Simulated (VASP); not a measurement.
# BaTiO3 (Barioperovskite) in VASP: further runs, part 2 of 2

VASP 6.6.1. Earlier steps stand in the parts before.

## (3) Single point, PBEsol

INCAR

```
PREC     = Accurate       # precision mode
ENCUT    = 520            # plane-wave cutoff, eV
EDIFF    = 1E-6           # SCF threshold, eV
ISMEAR   = -1             # smearing method
SIGMA    = 0.05           # smearing width, eV
LREAL    = False          # projectors in reciprocal space
LASPH    = True           # aspherical terms in the spheres
NELM     = 60             # most SCF steps
ALGO     = Normal         # electronic algorithm
ISIF     = 2              # what is computed and relaxed
LWAVE    = False          # write WAVECAR
LCHARG   = False          # write CHGCAR
GGA      = PS             # functional
NBANDS   = 28             # bands
```

KPOINTS

```
regular mesh
0
Gamma
  6 6 6
```

POSCAR

```
BaTiO3
1.0
    3.9855000000     -0.0498187500      0.0000000000
   -0.0354612500      2.8369000000      2.8451500000
    0.0354612500     -2.8369000000      2.8451500000
Ba Ti O
1 1 3
Direct
    0.0000000000      0.0000000000      0.0000000000
    0.5000000000      0.5124000000      0.5124000000
    0.0000000000      0.4874000000      0.4874000000
    0.5000000000      0.5052400000      0.9918400000
    0.5000000000      0.9918400000      0.5052400000
```

Potentials or basis: VASP PAW PBE potentials, release 64 (Ba_sv, Ti_sv, O).

Started as:

```console
$ cat potpaw_PBE.64/Ba_sv/POTCAR potpaw_PBE.64/Ti_sv/POTCAR potpaw_PBE.64/O/POTCAR > POTCAR
$ mpirun -np 1 vasp_std > vasp.out
```

OUTCAR:

```text
PREC = Accurate
   ENCUT = 520
   EDIFF = 1E-6
   ISMEAR = -1
   LREAL = False
   LASPH = True
   NELM = 60
   ISIF = 2
   GGA = PS

 ion  position               nearest neighbor table
   1  0.000  0.000  0.000-   3 2.77   5 2.79   4 2.79   5 2.82   4 2.82   3 2.84   3 2.84   4 2.84
                             5 2.84   4 2.87   5 2.87   3 2.92   2 3.42   2 3.42   2 3.43   2 3.43
   2  0.500  0.512  0.512-   4 1.93   5 1.93   3 2.00   3 2.00   5 2.09   4 2.09   1 3.42   1 3.42
                             1 3.43   1 3.43   1 3.51   1 3.51   1 3.53   1 3.53
   3  0.000  0.487  0.487-   2 2.00   2 2.00   1 2.77   1 2.84   1 2.84   1 2.92
   4  0.500  0.505  0.992-   2 1.93   2 2.09   1 2.79   1 2.82   1 2.84   1 2.87
   5  0.500  0.992  0.505-   2 1.93   2 2.09   1 2.79   1 2.82   1 2.84   1 2.87

  LATTYP: Found a base centered monoclinic cell.
 ALAT       =     5.6742432483
 B/A-ratio  =     1.0028297609
 C/A-ratio  =     0.7024392823
 COS(beta)  =    -0.0249960944

  Lattice vectors:

 A1 = (  -0.0354612500,   2.8369000000,  -2.8451500000)
 A2 = (  -0.0354612500,   2.8369000000,   2.8451500000)
 A3 = (   3.9855000000,  -0.0498187500,   0.0000000000)

Analysis of symmetry for initial positions (statically):
=====================================================================
 Subroutine PRICEL returns:
 Original cell was already a primitive cell.

 Routine SETGRP: Setting up the symmetry group for a
 base centered monoclinic supercell.

 Subroutine GETGRP returns: Found  2 space group operations
 (whereof  2 operations were pure point group operations)
 out of a pool of  4 trial point group operations.

The static configuration has the point symmetry C_2 .

Analysis of symmetry for dynamics (positions and initial velocities):
=====================================================================
 Subroutine PRICEL returns:
 Original cell was already a primitive cell.

 Routine SETGRP: Setting up the symmetry group for a
[... 126 lines left out ...]
   EFERMI =   0.00;   METHOD = LEGACY
   ISMEAR =    -1;   SIGMA  =   0.05  broadening in eV -4-tet -1-fermi 0-gaus
   EFERMI_NEDOS =   21; number of points for ismear=-14 and -15
   IALGO  =     38    algorithm
   IMIX   =      4    mixing-type and parameters
     AMIX     =   0.40;   BMIX     =  1.00
     AMIX_MAG =   1.60;   BMIX_MAG =  1.00
  volume/ion in A,a.u.               =      12.87        86.82
  Fermi-wavevector in a.u.,A,eV,Ry     =   1.397323  2.640557 26.565529  1.952511
  Thomas-Fermi vector in A             =   2.520590
   LORBIT       =      0    0 simple, 1 ext, 2 COOP (PROOUT), +10 PAW based schemes
   GGA     = PS    functional components
   LHFCALC =     F    Hartree Fock is set to
   AEXX    =    0.0000 exact exchange contribution
   IVDW    =     0    specifies the selected vdW correction
   LEPSILON=     F    determine dielectric tensor
   LRPA    =     F    only Hartree local field effects (RPA)
 non-spin polarized calculation
  energy-cutoff  :      520.00
  volume of cell :       64.33
 maximum number of plane-waves:      1761
 NGX is ok and might be reduce to    30
   NGX = 15   NGY = 15   NGZ = 15

 number of electron      39.9999996 magnetization

 Free energy of the ion-electron system (eV)
  ---------------------------------------------------
  ext. energy  EPLUGINS =         0.00000000
  ---------------------------------------------------
  free energy    TOTEN  =       -41.96173172 eV

  energy without entropy =      -41.96173171  energy(sigma->0) =      -41.96173172

 E-fermi :   4.5902     XC(G=0): -11.4957

 val. band max:        3.6701406926   @ k =   0.5000   0.5000   0.5000
 cond. band min:       5.4426821026   @ k =   0.0000   0.0000   0.0000
 fundamental gap:      1.7725414100
 Fermi energy:         4.5901832435

 k-point     1 :       0.0000    0.0000    0.0000
  band No.  band energies     occupation
      1     -52.6409      2.00000
      2     -28.9855      2.00000
      3     -28.9787      2.00000
      4     -28.9587      2.00000
      5     -21.1103      2.00000
      6     -13.1408      2.00000
[... 733 lines left out ...]
     27      11.5943      0.00000
     28      12.5841      0.00000

 [... further k-points ...]
[... 5 lines left out ...]
  --------------------------------------------------------------------------------------
  -------------------------------------------------------------------------------------
  Total       -0.7825936     -0.7231510     -0.9877410      1.2226576      0.0000000      0.0000000
  in kB      -19.4918352    -18.0113158    -24.6013820     30.4523839      0.0000000      0.0000000
  external PRESSURE =     -20.7015110 kB  Pullay stress =       0.0000000 kB

 VOLUME and BASIS-vectors are now :
 -----------------------------------------------------------------------------
  energy-cutoff  :      520.00
  volume of cell :       64.33
      direct lattice vectors                 reciprocal lattice vectors
     3.985500000 -0.049818750  0.000000000     0.250948758  0.003136859  0.000000000
    -0.035461250  2.836900000  2.845150000     0.002203453  0.176276265  0.175737659
     0.035461250 -2.836900000  2.845150000    -0.002203453 -0.176276265  0.175737659

 POSITION                                       TOTAL-FORCE (eV/Angst)
 -----------------------------------------------------------------------------------
      0.00000      0.00000      0.00000        -0.000000      0.000000      0.153668
      1.99275     -0.02491      2.91571        -0.000000      0.000000      0.185059
      0.00000      0.00000      2.77345        -0.000000      0.000000      0.219713
      2.01001     -1.40534      4.25942        -0.007427      0.011169     -0.279220
      1.97549      1.35553      4.25942         0.007427     -0.011169     -0.279220
 -----------------------------------------------------------------------------------
    total drift:                                0.000002      0.000001      0.000737

  FREE ENERGIE OF THE ION-ELECTRON SYSTEM (eV)
  ---------------------------------------------------
  free  energy   TOTEN  =       -41.9617317159 eV

  energy  without entropy=      -41.9617317147  energy(sigma->0) =      -41.96173172
```

stdout:

```text
POSCAR found type information on POSCAR BaTiO
 POSCAR found :  3 types and       5 ions
 scaLAPACK will be used
 -----------------------------------------------------------------------------
|                                                                             |
|                                                                             |
|     You enforced a specific xc type in the INCAR file but a different       |
|     I HOPE YOU KNOW WHAT YOU ARE DOING!                                     |
|                                                                             |
 -----------------------------------------------------------------------------

 LDA part: xc-table for (Slater+PW92), standard interpolation
 POSCAR, INCAR and KPOINTS ok, starting setup
 FFT: planning ... GRIDC
 FFT: planning ... GRID_SOFT
 FFT: planning ... GRID
 WAVECAR not read
 entering main loop
```

Wall time 2.1 min (1 thread of AMD EPYC 7R43 (Zen 3), shared host); peak memory 0.22 GiB.

What came out:

```
Free energy            : -41.9617 eV
Pressure               : -2.1 GPa
Largest force          : 0.280 eV/Å
Band gap on the k mesh : 1.77 eV, indirect (least direct gap 1.96 eV)
```

Forces in eV/Å, atoms in the order of the input:
```
Ba   0.000  0.000  0.154
Ti   0.000  0.000  0.185
O    0.000  0.000  0.220
O   -0.007  0.011 -0.279
O    0.007 -0.011 -0.279
```

Stress tensor (GPa, compression positive):
```
-1.95  3.05  0.00
 3.05 -1.80  0.00
 0.00  0.00 -2.46
```

Caveat: the PAW data sets were made with another functional, which shifts forces and pressure a little; spin-orbit coupling is left out, which moves the levels of the heavy elements. A k mesh can miss the band edges.

## (4) Single point, PBEsol

INCAR, as its differences from that of step 3:

```diff
@@ -7,3 +7,3 @@
 LASPH    = True           # aspherical terms in the spheres
-NELM     = 60             # most SCF steps
+NELM     = 80             # most SCF steps
 ALGO     = Normal         # electronic algorithm
```

KPOINTS

```
Automatic mesh
0
Gamma
  6 6 6
```

POSCAR, as its differences from that of step 3:

```diff
@@ -2,5 +2,5 @@
 1.0
-    3.9855000000     -0.0498187500      0.0000000000
-   -0.0354612500      2.8369000000      2.8451500000
-    0.0354612500     -2.8369000000      2.8451500000
+    3.9855000000      0.0498187500      0.0000000000
+    0.0354612500      2.8369000000      2.8451500000
+   -0.0354612500     -2.8369000000      2.8451500000
 Ba Ti O
```

Started as:

```console
$ cat potpaw_PBE.64/Ba_sv/POTCAR potpaw_PBE.64/Ti_sv/POTCAR potpaw_PBE.64/O/POTCAR > POTCAR
$ mpirun -np 1 vasp_std > vasp.out
```

Wall time 2 min (1 thread of AMD EPYC 7R43 (Zen 3), shared host); peak memory 0.21 GiB.

It converged, with:

| Property | Result |
| --- | --- |
| Free energy | -41.9617 eV |
| Pressure | -2.1 GPa |
| Largest force | 0.280 eV/Å |
| Band gap on the k mesh | 1.77 eV, indirect (least direct gap 1.96 eV) |

Forces on the atoms (eV/Å):
```
Ba   0.000  0.000  0.154
Ti   0.000  0.000  0.185
O    0.000  0.000  0.220
O    0.007  0.011 -0.279
O   -0.007 -0.011 -0.279
```

Stress tensor (GPa, compression positive):
```
-1.95 -3.05  0.00
-3.05 -1.80  0.00
 0.00  0.00 -2.46
```

Levels at points of the mesh, in eV from the valence-band top:
```tsv
k point	band 16	band 17	band 18	band 19	band 20	band 21	band 22	band 23	band 24	band 25
(0.00, 0.00, 0.00)	-1.15	-1.11	-0.39	-0.25	-0.19	1.77	1.88	2.02	4.04	4.08
(0.50, 0.00, 0.00)	-2.04	-1.84	-1.76	-0.84	-0.79	2.01	3.50	3.58	4.02	5.87
(0.00, 0.50, 0.00)	-1.97	-1.87	-1.71	-0.88	-0.71	2.06	3.52	3.56	4.07	5.99
(0.50, 0.50, 0.00)	-2.71	-1.74	-0.93	-0.87	-0.09	3.53	3.57	3.94	4.77	7.66
(0.00, 0.50, 0.50)	-2.73	-1.69	-0.92	-0.88	-0.15	3.52	3.59	3.94	4.89	7.70
(0.50, 0.50, 0.50)	-2.42	-2.35	-0.06	0.00	0.00	4.16	4.18	4.23	6.50	6.52
```

Caveat: the PAW data sets were made with another functional, which shifts forces and pressure a little; spin-orbit coupling is left out, which moves the levels of the heavy elements. A k mesh can miss the band edges.

## (5) Summary

```tsv
cell	gap on the mesh (eV)	pressure (GPa)	largest force (eV/Å)
a = 3.986, b = 4.018, c = 4.018 Å, angles 89.8, 90.0, 90.0°, 5 atoms	1.80	-2.1	0.28
a = 3.986, b = 4.018, c = 4.018 Å, angles 89.8, 89.0, 91.0°, 5 atoms	1.77	-2.1	0.28
a = 3.986, b = 4.018, c = 4.018 Å, angles 89.8, 91.0, 89.0°, 5 atoms	1.77	-2.1	0.28
```

Alike in all rows: task single point; level PBEsol; potentials or basis VASP PAW PBE potentials, release 64 (Ba_sv, Ti_sv, O); no spin polarisation; k mesh 6 × 6 × 6; cutoff (eV) 520; smearing fermi-dirac 0.05 eV.

Caveats: the PAW data sets were made with another functional, which shifts forces and pressure a little; spin-orbit coupling is left out, which moves the levels of the heavy elements.

Absolute energies hang on the potentials; compare differences alone.
